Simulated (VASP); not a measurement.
# Br (Cmce) in VASP: a series of runs

Br is run at these levels: PBE, LDA; tasks: single point.

Program: VASP 6.6.1. These are calculated values, not measurements. Logs are shortened: lines on timing, memory, paths and dates and some standing lists are left out, and cuts for length are marked.

## Step 1: The cell of the first run

The structure is orthorhombic, space group Cmce (No. 64). The conventional cell has a = 6.726 Å, b = 4.645 Å, c = 8.702 Å, α = 90.00°, β = 90.00°, γ = 90.00°. Br (site symmetry m) has 1 Br at 2.29 Å within 3.0 Å.

## Step 2: Single point, PBE

INCAR

```
SYSTEM = Br
PREC = Accurate
ENCUT = 520
EDIFF = 1E-6
ISMEAR = 0
SIGMA = 0.011
LREAL = .FALSE.
LASPH = .TRUE.
NELM = 80
ALGO = Normal
ISIF = 2
LWAVE = .FALSE.
LCHARG = .FALSE.
GGA = PE
NBANDS = 22
```

KPOINTS

```
regular mesh
0
G
  7 7 3
  0 0 0
```

POSCAR

```
Br
1.0
    3.3632500000     -2.3225500000      0.0000000000
    3.3632500000      2.3225500000      0.0000000000
    0.0000000000      0.0000000000      8.7023000000
Br
4
Direct
    0.3651000000      0.6349000000      0.3901000000
    0.1349000000      0.8651000000      0.8901000000
    0.6349000000      0.3651000000      0.6099000000
    0.8651000000      0.1349000000      0.1099000000
```

Potentials or basis: VASP PAW PBE potentials, release 64 (Br).

Launch:

```console
$ cat potpaw_PBE.64/Br/POTCAR > POTCAR
$ mpirun -np 1 vasp_std > vasp.out
```

OUTCAR:

```text
SYSTEM = Br
   PREC = Accurate
   ENCUT = 520
   EDIFF = 1E-6
   ISMEAR = 0
   LREAL = .FALSE.
   LASPH = .TRUE.
   NELM = 80
   ISIF = 2
   GGA = PE

 ion  position               nearest neighbor table
   1  0.365  0.635  0.390-   3 2.29
   2  0.135  0.865  0.890-   4 2.29
   3  0.635  0.365  0.610-   1 2.29
   4  0.865  0.135  0.110-   2 2.29

  LATTYP: Found a base centered orthorhombic cell.
 ALAT       =     4.6451000000
 B/A-ratio  =     1.4480850789
 C/A-ratio  =     1.8734365245

  Lattice vectors:

 A1 = (  -3.3632500000,  -2.3225500000,   0.0000000000)
 A2 = (   3.3632500000,  -2.3225500000,   0.0000000000)
 A3 = (   0.0000000000,   0.0000000000,   8.7023000000)

Analysis of symmetry for initial positions (statically):
=====================================================================
 Subroutine PRICEL returns:
 Original cell was already a primitive cell.

 Routine SETGRP: Setting up the symmetry group for a
 base centered orthorhombic supercell.

 Subroutine GETGRP returns: Found  8 space group operations
 (whereof  4 operations were pure point group operations)
 out of a pool of  8 trial point group operations.

The static configuration has the point symmetry C_2h.
 The point group associated with its full space group is D_2h.

Analysis of symmetry for dynamics (positions and initial velocities):
=====================================================================
 Subroutine PRICEL returns:
 Original cell was already a primitive cell.

 Routine SETGRP: Setting up the symmetry group for a
 base centered orthorhombic supercell.

 Subroutine GETGRP returns: Found  8 space group operations
 (whereof  4 operations were pure point group operations)
 out of a pool of  8 trial point group operations.

The dynamic configuration has the point symmetry C_2h.
 The point group associated with its full space group is D_2h.

 Subroutine INISYM returns: Found  8 space group operations
 (whereof  4 operations are pure point group operations),
 and found     1 'primitive' translations

----------------------------------------------------------------------------------------

                                     Primitive cell

  volume of cell :     135.9528

  direct lattice vectors                    reciprocal lattice vectors
     3.363250000 -2.322550000  0.000000000     0.148665725 -0.215280618  0.000000000
     3.363250000  2.322550000  0.000000000     0.148665725  0.215280618  0.000000000
[... 83 lines left out ...]
   ISPIN  =      1    spin polarized calculation?
   LNONCOLLINEAR =      F non collinear calculations
   LSORBIT =      F    spin-orbit coupling
   LASPH  =      T    aspherical Exc in radial PAW
   ENCUT  =  520.0 eV  38.22 Ry    6.18 a.u.   7.60  7.60 16.18*2*pi/ulx,y,z
   NELM   =     80;   NELMIN=  2; NELMDL= -5     # of ELM steps
   EDIFF  = 0.1E-05   stopping-criterion for ELM
   LREAL  =      F    real-space projection
   EDIFFG = 0.1E-04   stopping-criterion for IOM
   NSW    =      0    number of steps for IOM
   IBRION =     -1    ionic relax: 0-MD 1-quasi-New 2-CG
   NFREE  =      0    steps in history (QN), initial steepest desc. (CG)
   ISIF   =      2    stress and relaxation
   ISYM   =      2    0-nonsym 1-usesym 2-fastsym
   POTIM  = 0.5000    time-step for ionic-motion
   TEBEG  =    0.0;   TEEND  =   0.0 temperature during run
   PSTRESS=    0.0 pullay stress
   NELECT =      28.0000    total number of electrons
   NUPDOWN=      -1.0000    fix difference up-down
   EMIN   =  10.00;   EMAX   =-10.00  energy-range for DOS
   EFERMI =   0.00;   METHOD = LEGACY
   ISMEAR =     0;   SIGMA  =   0.01  broadening in eV -4-tet -1-fermi 0-gaus
   EFERMI_NEDOS =   21; number of points for ismear=-14 and -15
   IALGO  =     38    algorithm
   IMIX   =      4    mixing-type and parameters
     AMIX     =   0.40;   BMIX     =  1.00
     AMIX_MAG =   1.60;   BMIX_MAG =  1.00
  volume/ion in A,a.u.               =      33.99       229.36
  Fermi-wavevector in a.u.,A,eV,Ry     =   0.966788  1.826965 12.717090  0.934680
  Thomas-Fermi vector in A             =   2.096619
   LORBIT       =      0    0 simple, 1 ext, 2 COOP (PROOUT), +10 PAW based schemes
   GGA     = PE    functional components
   LHFCALC =     F    Hartree Fock is set to
   AEXX    =    0.0000 exact exchange contribution
   IVDW    =     0    specifies the selected vdW correction
   LEPSILON=     F    determine dielectric tensor
   LRPA    =     F    only Hartree local field effects (RPA)
 non-spin polarized calculation
 Gauss-broadening in eV      SIGMA  =   0.01
  energy-cutoff  :      520.00
  volume of cell :      135.95
 maximum number of plane-waves:      3697
   NGX = 15   NGY = 15   NGZ = 33

 number of electron      27.9999999 magnetization

 Free energy of the ion-electron system (eV)
  ---------------------------------------------------
  ext. energy  EPLUGINS =         0.00000000
  ---------------------------------------------------
  free energy    TOTEN  =        -6.37235156 eV

  energy without entropy =       -6.37235156  energy(sigma->0) =       -6.37235156

 E-fermi :  -0.2445     XC(G=0):  -7.8583

 val. band max:       -0.3594527865   @ k =  -0.4286   0.4286   0.0000
 cond. band min:       1.5447527299   @ k =   0.0000   0.0000   0.0000
 fundamental gap:      1.9042055164
 Fermi energy:        -0.2445206038

 k-point     1 :       0.0000    0.0000    0.0000
  band No.  band energies     occupation
      1     -16.2661      2.00000
      2     -15.9521      2.00000
      3     -13.4408      2.00000
      4     -12.7735      2.00000
      5      -5.2588      2.00000
      6      -4.2631      2.00000
[... 589 lines left out ...]
     21       9.3184      0.00000
     22       9.5126      0.00000

 [... further k-points ...]
[... 5 lines left out ...]
  --------------------------------------------------------------------------------------
  -------------------------------------------------------------------------------------
  Total        1.0303006      1.0965687      2.5857273      0.0000000     -0.0000000      0.0000000
  in kB       12.1418887     12.9228456     30.4722864      0.0000000     -0.0000000      0.0000000
  external PRESSURE =      18.5123403 kB  Pullay stress =       0.0000000 kB

 VOLUME and BASIS-vectors are now :
 -----------------------------------------------------------------------------
  energy-cutoff  :      520.00
  volume of cell :      135.95
      direct lattice vectors                 reciprocal lattice vectors
     3.363250000 -2.322550000  0.000000000     0.148665725 -0.215280618  0.000000000
     3.363250000  2.322550000  0.000000000     0.148665725  0.215280618  0.000000000
     0.000000000  0.000000000  8.702300000     0.000000000  0.000000000  0.114912150

 POSITION                                       TOTAL-FORCE (eV/Angst)
 -----------------------------------------------------------------------------------
      3.36325      0.62662      3.39477         0.000000      0.423535     -0.773725
      3.36325      1.69593      7.74592         0.000000     -0.423535     -0.773725
      3.36325     -0.62662      5.30753         0.000000     -0.423535      0.773725
      3.36325     -1.69593      0.95638         0.000000      0.423535      0.773725
 -----------------------------------------------------------------------------------
    total drift:                               -0.000000      0.000000      0.000000

  FREE ENERGIE OF THE ION-ELECTRON SYSTEM (eV)
  ---------------------------------------------------
  free  energy   TOTEN  =        -6.3723515638 eV

  energy  without entropy=       -6.3723515638  energy(sigma->0) =       -6.37235156
```

OSZICAR:

```text
N       E                     dE             d eps       ncg     rms          rms(c)
DAV:   1     0.174180820195E+03    0.17418E+03   -0.11230E+04  1408   0.105E+03
DAV:   2     0.679783841116E+01   -0.16738E+03   -0.16252E+03  1996   0.181E+02
DAV:   3    -0.664594243388E+01   -0.13444E+02   -0.13393E+02  1758   0.593E+01
DAV:   4    -0.678534046168E+01   -0.13940E+00   -0.13932E+00  1742   0.725E+00
DAV:   5    -0.678659702929E+01   -0.12566E-02   -0.12564E-02  1752   0.685E-01    0.110E+01
DAV:   6    -0.648369260679E+01    0.30290E+00   -0.20570E-01  1702   0.237E+00    0.720E+00
DAV:   7    -0.638124650644E+01    0.10245E+00   -0.46751E-01  1648   0.352E+00    0.605E-01
DAV:   8    -0.637216054965E+01    0.90860E-02   -0.54200E-02  1528   0.123E+00    0.313E-01
DAV:   9    -0.637223465781E+01   -0.74108E-04   -0.10240E-03  1732   0.192E-01    0.713E-02
DAV:  10    -0.637234848991E+01   -0.11383E-03   -0.13560E-04  1704   0.696E-02    0.639E-02
DAV:  11    -0.637235095630E+01   -0.24664E-05   -0.29272E-05  1714   0.297E-02    0.731E-03
DAV:  12    -0.637235156381E+01   -0.60750E-06   -0.35273E-06  1690   0.102E-02
   1 F= -.63723516E+01 E0= -.63723516E+01  d E =-.327613E-51
```

stdout:

```text
POSCAR found type information on POSCAR Br
 POSCAR found :  1 types and       4 ions
 scaLAPACK will be used
 LDA part: xc-table for (Slater+PW92), standard interpolation
 POSCAR, INCAR and KPOINTS ok, starting setup
 FFT: planning ... GRIDC
 FFT: planning ... GRID_SOFT
 FFT: planning ... GRID
 WAVECAR not read
 entering main loop
```

Run time: 58 s. Hardware: 1 thread of Intel Xeon 6975P-C (Granite Rapids), shared host; peak memory 0.25 GiB.

What came out:

| Property | Result |
| --- | --- |
| Free energy | -6.3724 eV |
| Pressure | 1.9 GPa |
| Largest force | 0.882 eV/Å |
| Band gap on the k mesh | 1.90 eV, indirect (least direct gap 1.92 eV) |

Forces on the atoms (eV/Å):
```
Br   0.000  0.424 -0.774
Br   0.000 -0.424 -0.774
Br   0.000 -0.424  0.774
Br   0.000  0.424  0.774
```

Levels at points of the mesh, in eV from the valence-band top:
| k point | band 12 | band 13 | band 14 | band 15 | band 16 | band 17 |
| --- | --- | --- | --- | --- | --- | --- |
| (0.00, 0.00, 0.00) | -0.34 | -0.06 | -0.02 | 1.90 | 2.65 | 6.00 |

## Step 3: Single point, PBE

INCAR

```
SYSTEM = Br
PREC = Accurate
ENCUT = 520
EDIFF = 1E-6
ISMEAR = -1
SIGMA = 0.05
LREAL = .False.
LASPH = .True.
NELM = 80
ALGO = Normal
ISIF = 2
LWAVE = .False.
LCHARG = .False.
GGA = PE
NBANDS = 22
```

KPOINTS

```
Automatic mesh
0
Gamma
  7 7 3
  0 0 0
```

POSCAR is that of step 2.

Potentials or basis: VASP PAW PBE potentials, release 64 (Br).

Launch:

```console
$ cat potpaw_PBE.64/Br/POTCAR > POTCAR
$ mpirun -np 1 vasp_std > vasp.out
```

OUTCAR:

```text
SYSTEM = Br
   PREC = Accurate
   ENCUT = 520
   EDIFF = 1E-6
   ISMEAR = -1
   LREAL = .False.
   LASPH = .True.
   NELM = 80
   ISIF = 2
   GGA = PE

 ion  position               nearest neighbor table
   1  0.365  0.635  0.390-   3 2.29
   2  0.135  0.865  0.890-   4 2.29
   3  0.635  0.365  0.610-   1 2.29
   4  0.865  0.135  0.110-   2 2.29

  LATTYP: Found a base centered orthorhombic cell.
 ALAT       =     4.6451000000
 B/A-ratio  =     1.4480850789
 C/A-ratio  =     1.8734365245

[... 789 lines left out ...]
     21       9.3184      0.00000
     22       9.5126      0.00000

 [... further k-points ...]
[... 5 lines left out ...]
  --------------------------------------------------------------------------------------
  -------------------------------------------------------------------------------------
  Total        1.0303005      1.0965687      2.5857274      0.0000000     -0.0000000      0.0000000
  in kB       12.1418883     12.9228451     30.4722865      0.0000000     -0.0000000      0.0000000
  external PRESSURE =      18.5123400 kB  Pullay stress =       0.0000000 kB

 VOLUME and BASIS-vectors are now :
 -----------------------------------------------------------------------------
  energy-cutoff  :      520.00
  volume of cell :      135.95
      direct lattice vectors                 reciprocal lattice vectors
     3.363250000 -2.322550000  0.000000000     0.148665725 -0.215280618  0.000000000
     3.363250000  2.322550000  0.000000000     0.148665725  0.215280618  0.000000000
     0.000000000  0.000000000  8.702300000     0.000000000  0.000000000  0.114912150

 POSITION                                       TOTAL-FORCE (eV/Angst)
 -----------------------------------------------------------------------------------
      3.36325      0.62662      3.39477         0.000000      0.423535     -0.773725
      3.36325      1.69593      7.74592         0.000000     -0.423535     -0.773725
      3.36325     -0.62662      5.30753         0.000000     -0.423535      0.773725
      3.36325     -1.69593      0.95638         0.000000      0.423535      0.773725
 -----------------------------------------------------------------------------------
    total drift:                               -0.000000      0.000000      0.000000

  FREE ENERGIE OF THE ION-ELECTRON SYSTEM (eV)
  ---------------------------------------------------
  free  energy   TOTEN  =        -6.3723515639 eV

  energy  without entropy=       -6.3723515605  energy(sigma->0) =       -6.37235156
```

OSZICAR:

```text
N       E                     dE             d eps       ncg     rms          rms(c)
DAV:   1     0.174170900574E+03    0.17417E+03   -0.11230E+04  1408   0.105E+03
DAV:   2     0.679783841096E+01   -0.16737E+03   -0.16247E+03  1996   0.181E+02
DAV:   3    -0.664594243387E+01   -0.13444E+02   -0.13393E+02  1758   0.593E+01
DAV:   4    -0.678534046163E+01   -0.13940E+00   -0.13932E+00  1742   0.725E+00
DAV:   5    -0.678659702928E+01   -0.12566E-02   -0.12564E-02  1752   0.685E-01    0.110E+01
DAV:   6    -0.648369260688E+01    0.30290E+00   -0.20570E-01  1702   0.237E+00    0.720E+00
DAV:   7    -0.638124650671E+01    0.10245E+00   -0.46751E-01  1648   0.352E+00    0.605E-01
DAV:   8    -0.637216054988E+01    0.90860E-02   -0.54200E-02  1528   0.123E+00    0.313E-01
DAV:   9    -0.637223465793E+01   -0.74108E-04   -0.10240E-03  1732   0.192E-01    0.713E-02
DAV:  10    -0.637234849004E+01   -0.11383E-03   -0.13560E-04  1704   0.696E-02    0.639E-02
DAV:  11    -0.637235095658E+01   -0.24665E-05   -0.29272E-05  1714   0.297E-02    0.731E-03
DAV:  12    -0.637235156393E+01   -0.60735E-06   -0.35273E-06  1690   0.102E-02
   1 F= -.63723516E+01 E0= -.63723516E+01  d E =-.344223E-08
```

stdout:

```text
POSCAR found type information on POSCAR Br
 POSCAR found :  1 types and       4 ions
 scaLAPACK will be used
 LDA part: xc-table for (Slater+PW92), standard interpolation
 POSCAR, INCAR and KPOINTS ok, starting setup
 FFT: planning ... GRIDC
 FFT: planning ... GRID_SOFT
 FFT: planning ... GRID
 WAVECAR not read
 entering main loop
```

It took 62 s on 1 thread of Intel Xeon 6975P-C (Granite Rapids), shared host; peak memory 0.26 GiB.

Results:

```
Free energy            : -6.3724 eV
Pressure               : 1.9 GPa
Largest force          : 0.882 eV/Å
Band gap on the k mesh : 1.90 eV, indirect (least direct gap 1.92 eV)
```

Forces in eV/Å, atoms in the order of the input:
```
Br   0.000  0.424 -0.774
Br   0.000 -0.424 -0.774
Br   0.000 -0.424  0.774
Br   0.000  0.424  0.774
```

Stress tensor (GPa, compression positive):
```
1.21 0.00 0.00
0.00 1.29 0.00
0.00 0.00 3.05
```

A k mesh can miss the band edges. A hybrid or GW would open this gap; PBE tends to underestimate it.

## Step 4: Single point, LDA

INCAR

```
SYSTEM = Br
PREC = Accurate
ENCUT = 520
EDIFF = 1E-6
ISMEAR = -1
SIGMA = 0.05
LREAL = .FALSE.
LASPH = .TRUE.
NELM = 80
ALGO = Normal
ISIF = 2
LWAVE = .FALSE.
LCHARG = .FALSE.
NBANDS = 22
```

KPOINTS

```
Automatic mesh
0
G
  7 7 3
  0 0 0
```

POSCAR is that of step 3.

Potentials or basis: VASP PAW LDA potentials, release 64 (Br).

Launch:

```console
$ cat potpaw_LDA.64/Br/POTCAR > POTCAR
$ mpirun -np 1 vasp_std > vasp.out
```

It took 57 s on 1 thread of Intel Xeon 6975P-C (Granite Rapids), shared host; peak memory 0.22 GiB.

It converged, with:

```
Free energy            : -8.0751 eV
Pressure               : -1.2 GPa
Largest force          : 0.728 eV/Å
Band gap on the k mesh : 1.75 eV, indirect (least direct gap 1.77 eV)
```

Forces in eV/Å, atoms in the order of the input:
```
Br   0.000  0.308 -0.659
Br   0.000 -0.308 -0.659
Br   0.000 -0.308  0.659
Br   0.000  0.308  0.659
```

Stress tensor (GPa, compression positive):
```
-1.08  0.00  0.00
 0.00 -1.88  0.00
 0.00  0.00 -0.59
```

Levels at points of the mesh, in eV from the valence-band top:
```
           k point  band 11  band 12  band 13  band 14  band 15  band 16  band 17  band 18
(0.00, 0.00, 0.00)    -0.96    -0.36    -0.06    -0.01     1.76     2.54     5.57     6.33
```

A k mesh can miss the band edges.

## Step 5: Single point, PBE

This run uses another cell than the first one, of 40.19 Å³/atom, 1.183 times its volume.

Changes to INCAR since step 4:

```diff
@@ -3,3 +3,3 @@
 ENCUT = 520
-EDIFF = 1E-6
+EDIFF = 1E-7
 ISMEAR = -1
@@ -13,2 +13,3 @@
 LCHARG = .FALSE.
+GGA = PE
 NBANDS = 22
```

KPOINTS is that of step 4.

POSCAR

```
Br
1.0
    4.3194231184     -2.1366060857      0.0000000000
    4.3194231184      2.1366060857      0.0000000000
    0.0000000000      0.0000000000      8.7106196356
Br
4
Direct
    0.3583234030      0.6416765970      0.3816686326
    0.1416765970      0.8583234030      0.8816686326
    0.6416765970      0.3583234030      0.6183313674
    0.8583234030      0.1416765970      0.1183313674
```

Potentials or basis: VASP PAW PBE potentials, release 64 (Br).

Launch:

```console
$ cat potpaw_PBE.64/Br/POTCAR > POTCAR
$ mpirun -np 1 vasp_std > vasp.out
```

Wall time 68 s (1 thread of Intel Xeon 6975P-C (Granite Rapids), shared host); peak memory 0.3 GiB.

Results (log left out):

```yaml
Free_energy: -6.5695 eV
Pressure: 0.0 GPa
Largest_force: 0.006 eV/Å
Band_gap_on_the_k_mesh: 1.37 eV, direct
```

Forces on the atoms (eV/Å):
```
Br   0.000  0.003 -0.005
Br   0.000 -0.003 -0.005
Br   0.000 -0.003  0.005
Br   0.000  0.003  0.005
```

Levels at points of the mesh, in eV from the valence-band top:
| k point | band 11 | band 12 | band 13 | band 14 | band 15 | band 16 | band 17 | band 18 |
| --- | --- | --- | --- | --- | --- | --- | --- | --- |
| (0.00, 0.00, 0.00) | -1.30 | -0.76 | -0.43 | 0.00 | 1.37 | 2.24 | 5.33 | 6.54 |

A k mesh can miss the band edges.

## Step 6: Summary

```tsv
level	potentials or basis	cell	smearing	gap on the mesh (eV)	pressure (GPa)	largest force (eV/Å)
PBE	VASP PAW PBE potentials, release 64 (Br)	a = 4.087, b = 4.087, c = 8.702 Å, angles 90.0, 90.0, 69.3°, 4 atoms	gaussian 0.011 eV	1.90	1.9	0.88
PBE	VASP PAW PBE potentials, release 64 (Br)	a = 4.087, b = 4.087, c = 8.702 Å, angles 90.0, 90.0, 69.3°, 4 atoms	fermi-dirac 0.05 eV	1.90	1.9	0.88
LDA	VASP PAW LDA potentials, release 64 (Br)	a = 4.087, b = 4.087, c = 8.702 Å, angles 90.0, 90.0, 69.3°, 4 atoms	fermi-dirac 0.05 eV	1.75	-1.2	0.73
PBE	VASP PAW PBE potentials, release 64 (Br)	a = 4.819, b = 4.819, c = 8.711 Å, angles 90.0, 90.0, 52.6°, 4 atoms	fermi-dirac 0.05 eV	1.37	0.0	0.01
```

Alike in all rows: task single point; no spin polarisation; k mesh 7 × 7 × 3; cutoff (eV) 520.

Absolute energies hang on the potentials; compare differences alone.
